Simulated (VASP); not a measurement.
# PbSe (Pm-3m) in VASP: a series of runs, part 2 of 2

VASP 6.6.1. The steps go on from the part before.

## Step 4: Single point, PBE

This run uses another cell than the first one, of 26.75 Å³/atom, 0.990 times its volume.

Contents of INCAR:

```
PREC = Accurate
ENCUT = 520
EDIFF = 1E-6
ISMEAR = -1
SIGMA = 0.02
LREAL = False
LASPH = True
NELM = 60
ALGO = Normal
ISIF = 2
LWAVE = False
LCHARG = False
GGA = PE
NBANDS = 17
```

Contents of KPOINTS:

```
regular mesh
0
Gamma
  8 8 8
```

Contents of POSCAR:

```
PbSe
1.0
    3.7681577394      0.0000000000      0.0000000000
    0.0000000000      3.7681577394      0.0000000000
    0.0000000000      0.0000000000      3.7681577394
Pb Se
1 1
Direct
    0.0000000000      0.0000000000      0.0000000000
    0.5000000000      0.5000000000      0.5000000000
```

Potentials or basis: VASP PAW PBE potentials, release 64 (Pb_d, Se).

Launch:

```console
$ cat potpaw_PBE.64/Pb_d/POTCAR potpaw_PBE.64/Se/POTCAR > POTCAR
$ mpirun -np 1 vasp_std > vasp.out
```

OUTCAR:

```text
PREC = Accurate
   ENCUT = 520
   EDIFF = 1E-6
   ISMEAR = -1
   LREAL = False
   LASPH = True
   NELM = 60
   ISIF = 2
   GGA = PE

 ion  position               nearest neighbor table
   1  0.000  0.000  0.000-   2 3.26   2 3.26   2 3.26   2 3.26   2 3.26   2 3.26   2 3.26   2 3.26

   2  0.500  0.500  0.500-   1 3.26   1 3.26   1 3.26   1 3.26   1 3.26   1 3.26   1 3.26   1 3.26

  LATTYP: Found a simple cubic cell.
 ALAT       =     3.7681577394

  Lattice vectors:
[... 190 lines left out ...]
      4     -11.3092      2.00000
      5     -11.3092      2.00000
      6      -7.8127      2.00000
[... 457 lines left out ...]
      4     -11.3474      2.00000
      5     -11.2827      2.00000
      6      -6.1404      2.00000
[... 9 lines left out ...]
     16      15.6981      0.00000
     17      17.0855      0.00000

 [... further k-points ...]
[... 5 lines left out ...]
  --------------------------------------------------------------------------------------
  -------------------------------------------------------------------------------------
  Total        0.1305227      0.1305227      0.1305227      0.0000000      0.0000000     -0.0000000
  in kB        3.9084947      3.9084947      3.9084947      0.0000000      0.0000000     -0.0000000
  external PRESSURE =       3.9084947 kB  Pullay stress =       0.0000000 kB

 VOLUME and BASIS-vectors are now :
 -----------------------------------------------------------------------------
  energy-cutoff  :      520.00
  volume of cell :       53.50
      direct lattice vectors                 reciprocal lattice vectors
     3.768157739  0.000000000  0.000000000     0.265381672  0.000000000  0.000000000
     0.000000000  3.768157739  0.000000000     0.000000000  0.265381672  0.000000000
     0.000000000  0.000000000  3.768157739     0.000000000  0.000000000  0.265381672

 POSITION                                       TOTAL-FORCE (eV/Angst)
 -----------------------------------------------------------------------------------
      0.00000      0.00000      0.00000         0.000000      0.000000      0.000000
      1.88408      1.88408      1.88408         0.000000      0.000000      0.000000
 -----------------------------------------------------------------------------------
    total drift:                               -0.000000      0.000000      0.000000

  FREE ENERGIE OF THE ION-ELECTRON SYSTEM (eV)
  ---------------------------------------------------
  free  energy   TOTEN  =        -7.7207185581 eV

  energy  without entropy=       -7.7193657612  energy(sigma->0) =       -7.72004216
```

OSZICAR:

```text
N       E                     dE             d eps       ncg     rms          rms(c)
DAV:   1     0.158971953387E+03    0.15897E+03   -0.95356E+03  1190   0.123E+03
DAV:   2     0.338829272484E+01   -0.15558E+03   -0.15060E+03  1264   0.313E+02
DAV:   3    -0.790644794922E+01   -0.11295E+02   -0.11102E+02  1582   0.889E+01
DAV:   4    -0.814783962567E+01   -0.24139E+00   -0.24125E+00  1509   0.143E+01
DAV:   5    -0.815550612986E+01   -0.76665E-02   -0.76662E-02  1653   0.251E+00    0.290E+00
DAV:   6    -0.772588725369E+01    0.42962E+00   -0.10247E+00  1759   0.697E+00    0.152E+00
DAV:   7    -0.772204691673E+01    0.38403E-02   -0.10007E-01  1358   0.154E+00    0.885E-01
DAV:   8    -0.772207583389E+01   -0.28917E-04   -0.18073E-02  1520   0.125E+00    0.209E-01
DAV:   9    -0.772086532378E+01    0.12105E-02   -0.89431E-03  1723   0.673E-01    0.794E-02
DAV:  10    -0.772074667591E+01    0.11865E-03   -0.14558E-03  1716   0.238E-01    0.361E-02
DAV:  11    -0.772071737637E+01    0.29300E-04   -0.15727E-04  1571   0.784E-02    0.357E-03
DAV:  12    -0.772071914181E+01   -0.17654E-05   -0.17064E-05  1321   0.237E-02    0.308E-03
DAV:  13    -0.772071855807E+01    0.58373E-06   -0.14161E-06   873   0.864E-03
   1 F= -.77207186E+01 E0= -.77200422E+01  d E =-.135280E-02
```

It took 19 s on 1 thread of Intel Xeon 6975P-C, shared host; peak memory 0.18 GiB.

Results:

```
Free energy            : -7.7207 eV
Pressure               : 0.4 GPa
Band gap on the k mesh : zero (band 10 reaches 5.52 eV, above the bottom of band 11 at 4.85 eV)
```

Levels at points of the mesh, in eV from the Fermi level:
```tsv
k point	band 7	band 8	band 9	band 10	band 11	band 12	band 13	band 14
(0.00, 0.00, 0.00)	-7.05	-1.54	-1.54	-1.54	5.10	5.10	6.13	6.13
(0.50, 0.00, 0.00)	-9.02	-0.30	-0.30	-0.27	0.10	3.41	3.41	6.46
(0.50, 0.50, 0.00)	-7.48	-4.43	-4.43	-0.04	4.15	4.15	5.04	6.79
(0.50, 0.50, 0.50)	-6.40	-2.40	-2.40	-2.40	-0.64	-0.64	-0.64	13.89
```

Caveat: spin-orbit coupling is left out, which moves the levels of the heavy elements.

## Step 5: Relaxation of cell and atoms, PBE

This run uses another cell than the first one, of 20.44 Å³/atom, 0.757 times its volume.

Contents of INCAR:

```
SYSTEM = PbSe
PREC = Accurate
ENCUT = 600
EDIFF = 1E-6
ISMEAR = -1
SIGMA = 0.02
LREAL = .False.
LASPH = .True.
NELM = 80
ALGO = Normal
ISIF = 3
LWAVE = .False.
LCHARG = .False.
GGA = PE
IBRION = 2
NSW = 80
EDIFFG = -0.005
```

Contents of KPOINTS:

```
Automatic mesh
0
Gamma
  6 6 6
  0 0 0
```

Contents of POSCAR:

```
PbSe
1.0
    3.4449636084      0.0000000000      0.0000000000
    0.0000000000      3.4449636084      0.0000000000
    0.0000000000      0.0000000000      3.4449636084
Pb Se
1 1
Direct
    0.0000000000      0.0000000000      0.0000000000
    0.5000000000      0.5000000000      0.5000000000
```

Potentials or basis: VASP PAW PBE potentials, release 64 (Pb_d, Se).

Launch:

```console
$ cat potpaw_PBE.64/Pb_d/POTCAR potpaw_PBE.64/Se/POTCAR > POTCAR
$ mpirun -np 1 vasp_std > vasp.out
```

OUTCAR:

```text
SYSTEM = PbSe
   PREC = Accurate
   ENCUT = 600
   EDIFF = 1E-6
   ISMEAR = -1
   LREAL = .False.
   LASPH = .True.
   NELM = 80
   ISIF = 3
   GGA = PE
   IBRION = 2
   NSW = 80
   EDIFFG = -0.005

 ion  position               nearest neighbor table
   1  0.000  0.000  0.000-   2 2.98   2 2.98   2 2.98   2 2.98   2 2.98   2 2.98   2 2.98   2 2.98

   2  0.500  0.500  0.500-   1 2.98   1 2.98   1 2.98   1 2.98   1 2.98   1 2.98   1 2.98   1 2.98

  LATTYP: Found a simple cubic cell.
 ALAT       =     3.4449636084

  Lattice vectors:

 A1 = (   3.4449636084,   0.0000000000,   0.0000000000)
 A2 = (   0.0000000000,   3.4449636084,   0.0000000000)
 A3 = (   0.0000000000,   0.0000000000,   3.4449636084)

Analysis of symmetry for initial positions (statically):
=====================================================================
 Subroutine PRICEL returns:
 Original cell was already a primitive cell.

 Routine SETGRP: Setting up the symmetry group for a
 simple cubic supercell.

 Subroutine GETGRP returns: Found 48 space group operations
 (whereof 48 operations were pure point group operations)
 out of a pool of 48 trial point group operations.

The static configuration has the point symmetry O_h .

Analysis of symmetry for dynamics (positions and initial velocities):
[... 127 lines left out ...]
  volume/ion in A,a.u.               =      20.44       137.95
  Fermi-wavevector in a.u.,A,eV,Ry     =   1.289932  2.437618 22.639072  1.663925
  Thomas-Fermi vector in A             =   2.421795
   LORBIT       =      0    0 simple, 1 ext, 2 COOP (PROOUT), +10 PAW based schemes
   GGA     = PE    functional components
   LHFCALC =     F    Hartree Fock is set to
   AEXX    =    0.0000 exact exchange contribution
   IVDW    =     0    specifies the selected vdW correction
   LEPSILON=     F    determine dielectric tensor
   LRPA    =     F    only Hartree local field effects (RPA)
 conjugate gradient relaxation of ions
 non-spin polarized calculation
  energy-cutoff  :      600.00
  volume of cell :       40.88
 maximum number of plane-waves:      1406
 NGX is ok and might be reduce to    28
   NGX = 13   NGY = 13   NGZ = 13

--------------------------------------- Ionic step        1  -------------------------------------------

 number of electron      19.9999995 magnetization

 Free energy of the ion-electron system (eV)
  ---------------------------------------------------
  ext. energy  EPLUGINS =         0.00000000
  ---------------------------------------------------
  free energy    TOTEN  =        -6.89977653 eV

  energy without entropy =       -6.89775274  energy(sigma->0) =       -6.89876464

 E-fermi :   8.8100     XC(G=0): -11.3438

 val. band max:        8.7778680936   @ k =   0.3333   0.1667   0.0000
 cond. band min:       8.9336398281   @ k =   0.5000   0.5000   0.3333
 fundamental gap:      0.1557717345
 Fermi energy:         8.8099871460
[... 828 lines left out ...]
--------------------------------------- Ionic step        5  -------------------------------------------

 number of electron      20.0000009 magnetization

 Free energy of the ion-electron system (eV)
  ---------------------------------------------------
  ext. energy  EPLUGINS =         0.00000000
  ---------------------------------------------------
  free energy    TOTEN  =        -7.70503801 eV

  energy without entropy =       -7.70303539  energy(sigma->0) =       -7.70403670

 E-fermi :   5.4335     XC(G=0):  -9.9685

 val. band max:        5.3735521626   @ k =   0.5000   0.5000   0.0000
 cond. band min:       5.4428599772   @ k =   0.5000   0.3333   0.3333
 fundamental gap:      0.0693078146
 Fermi energy:         5.4335307905
[... 367 lines left out ...]
  FREE ENERGIE OF THE ION-ELECTRON SYSTEM (eV)
  ---------------------------------------------------
  free  energy   TOTEN  =        -7.7050380062 eV

  energy  without entropy=       -7.7030353889  energy(sigma->0) =       -7.70403670

 reached required accuracy - stopping structural energy minimisation
```

OSZICAR:

```text
N       E                     dE             d eps       ncg     rms          rms(c)
DAV:   1     0.170683329780E+03    0.17068E+03   -0.10955E+04   560   0.182E+03
DAV:   2     0.423825754964E+01   -0.16645E+03   -0.16245E+03   614   0.394E+02
DAV:   3    -0.694836912823E+01   -0.11187E+02   -0.10814E+02   740   0.104E+02
[... 43 lines left out ...]
DAV:   2    -0.770509444952E+01    0.37874E-03   -0.75741E-04   680   0.488E-01    0.402E-02
DAV:   3    -0.770503463922E+01    0.59810E-04   -0.25788E-04   688   0.279E-01    0.680E-03
DAV:   4    -0.770503644319E+01   -0.18040E-05   -0.43425E-06   552   0.196E-02    0.393E-03
DAV:   5    -0.770503812258E+01   -0.16794E-05   -0.86778E-07   400   0.101E-02    0.698E-04
DAV:   6    -0.770503800625E+01    0.11633E-06   -0.15153E-07   280   0.699E-03
   5 F= -.77050380E+01 E0= -.77040367E+01  d E =-.173120E-04
```

CONTCAR:

```text
PbSe
   1.00000000000000
     3.7801971664869272    0.0000000000000000    0.0000000000000000
     0.0000000000000000    3.7801971664869272   -0.0000000000000000
     0.0000000000000000    0.0000000000000000    3.7801971664869272
  Pb              Se
     1     1
Direct
     0.0000000000000000    1.0000000000000000    0.0000000000000000
     0.5000000000000000    0.5000000000000000    0.5000000000000000

  0.00000000E+00  0.00000000E+00  0.00000000E+00
  0.00000000E+00  0.00000000E+00  0.00000000E+00
```

Run time: 38 s. Hardware: 1 thread of Intel Xeon 6975P-C, shared host; peak memory 0.17 GiB.

What came out:

| Property | Result |
| --- | --- |
| Free energy | -7.7050 eV |
| Relaxed volume | 27.01 Å³/atom |
| Relaxed cell | a = 3.780 Å, b = 3.780 Å, c = 3.780 Å, α = 90.00°, β = 90.00°, γ = 90.00° |
| Space group after relaxing (to 0.05 Å) | Pm-3m (No. 221) |
| Energy gained by relaxing | 402.6 meV/atom |
| Ionic steps | 5 |
| Pressure after relaxing | 0.0 GPa |
| Band gap on the k mesh | zero (band 10 reaches 5.50 eV, above the bottom of band 11 at 4.77 eV) |

Step by step:
```csv
step,energy change (eV),largest force (eV/Å),pressure (GPa),volume (Å³)
1,0.0000,0.0000,25.84,40.88
2,-0.6183,0.0000,-5.49,63.66
3,-0.8051,0.0000,0.22,53.80
4,-0.8052,0.0000,-0.07,54.10
5,-0.8053,0.0000,0.00,54.02
```

Final structure:
```
Pb Se
1.0
     3.78020    0.00000    0.00000
     0.00000    3.78020    0.00000
     0.00000    0.00000    3.78020
Pb Se
1 1
Cartesian
  0.0000 3.7802 0.0000
  1.8901 1.8901 1.8901
```

Levels at points of the mesh, in eV from the Fermi level:
```tsv
k point	band 6	band 7	band 8	band 9	band 10	band 11	band 12	band 13	band 14
(0.00, 0.00, 0.00)	-13.27	-7.12	-1.55	-1.55	-1.55	5.07	5.07	6.02	6.02
(0.50, 0.00, 0.00)	-12.21	-9.03	-0.33	-0.32	-0.32	0.05	3.35	3.35	6.44
(0.50, 0.50, 0.00)	-11.57	-7.53	-4.41	-4.41	-0.06	4.07	4.07	4.94	6.73
(0.50, 0.50, 0.50)	-11.33	-6.48	-2.39	-2.39	-2.39	-0.66	-0.66	-0.66	13.75
```

Caveat: the volume moved by over 15 % at a fixed basis, so the end points are rough; spin-orbit coupling is left out, which moves the levels of the heavy elements.

## Step 6: Overview

```tsv
task	level	cell	k mesh	cutoff (eV)	gap on the mesh (eV)	pressure (GPa)
single point	PBE	a = 3.780 Å, 2 atoms	6 × 6 × 6	520	none	0.0
single point	r2SCAN	a = 3.768 Å, 2 atoms	6 × 6 × 6	520	none	0.0
single point	PBE	a = 3.768 Å, 2 atoms	8 × 8 × 8	520	none	0.4
relaxation of cell and atoms	PBE	relaxed from a = 3.445 Å, 2 atoms	6 × 6 × 6	600	none	0.0
```

Alike in all rows: potentials or basis VASP PAW PBE potentials, release 64 (Pb_d, Se); no spin polarisation; smearing fermi-dirac 0.02 eV.

Caveats: spin-orbit coupling is left out, which moves the levels of the heavy elements; the PAW data sets were made with another functional, which shifts forces and pressure a little (some runs); the volume moved by over 15 % at a fixed basis, so the end points are rough (some runs).

Absolute energies hang on the potentials; compare differences alone.
